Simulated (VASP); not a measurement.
The system is Te2Mo.

```xyz
6
Lattice="3.4765 0.0000 0.0000 -1.7383 3.0107 0.0000 0.0000 0.0000 13.7053" Properties=species:S:1:pos:R:3 pbc="T T T"
Te    0.0000    2.0072    8.5110
Te    1.7383    1.0036    1.6583
Te    0.0000    2.0072   12.0469
Te    1.7383    1.0036    5.1943
Mo    0.0000    2.0072    3.4263
Mo    1.7383    1.0036   10.2790
```

The cell was built from a structure type or drawn by symmetry, and may not be a known phase.

```yaml
Program: VASP 6.6.1
Task: relaxation of cell and atoms
Functional: PBE
Potentials_or_basis: VASP PAW PBE potentials, release 64 (Te, Mo_sv)
Cutoff: 600 eV
k_mesh: 6 × 6 × 2
Occupations: gaussian, width 0.1 eV
Spin: no spin polarisation
```

At the start: pressure 8.1 GPa; volume 23.91 Å³/atom.

Task: How do energy, volume and symmetry change on relaxing?

Result: Over 15 steps the energy falls by 50.5 meV/atom and the volume is 27.12 Å³/atom (+13.4 %); space group P6_3/mmc (No. 194, to 0.1 Å) before and after.

Step by step:
| step | energy change (eV) | largest force (eV/Å) | pressure (GPa) | volume (Å³) |
| --- | --- | --- | --- | --- |
| 1 | 0.0000 | 0.9167 | 8.12 | 143.45 |
| 2 | 0.4525 | 1.7801 | -9.00 | 170.10 |
| 3 | -0.2432 | 0.2995 | 0.05 | 152.58 |
| 4 | -0.2436 | 0.2625 | 0.29 | 152.25 |
| 5 | -0.2435 | 0.2422 | 0.42 | 152.07 |
| 6 | -0.2551 | 0.1720 | 0.27 | 153.30 |
| 7 | -0.2610 | 0.0707 | 0.07 | 155.03 |
| 8 | -0.2712 | 0.0982 | -0.18 | 156.30 |
| 9 | -0.2882 | 0.1804 | -0.78 | 160.10 |
| 10 | -0.2906 | 0.2168 | -1.00 | 161.69 |
| 11 | -0.2955 | 0.1607 | -0.68 | 161.69 |
| 12 | -0.3009 | 0.0455 | -0.01 | 161.69 |
| 13 | -0.3014 | 0.0026 | 0.26 | 161.69 |
| 14 | -0.3018 | 0.0026 | 0.25 | 161.94 |
| 15 | -0.3028 | 0.0026 | 0.21 | 162.71 |

Final structure:
```
Te Mo
1.0
     3.55110    0.00000    0.00000
    -1.77555    3.07534    0.00000
     0.00000    0.00000   14.89881
Te Mo
4 2
Direct
  0.33333 0.66667 0.62848
  0.66667 0.33333 0.12848
  0.33333 0.66667 0.87152
  0.66667 0.33333 0.37152
  0.33333 0.66667 0.25000
  0.66667 0.33333 0.75000
```

Caveat: this functional lacks dispersion, which binds the layers, so the pressure and a relaxed spacing across them are unreliable.
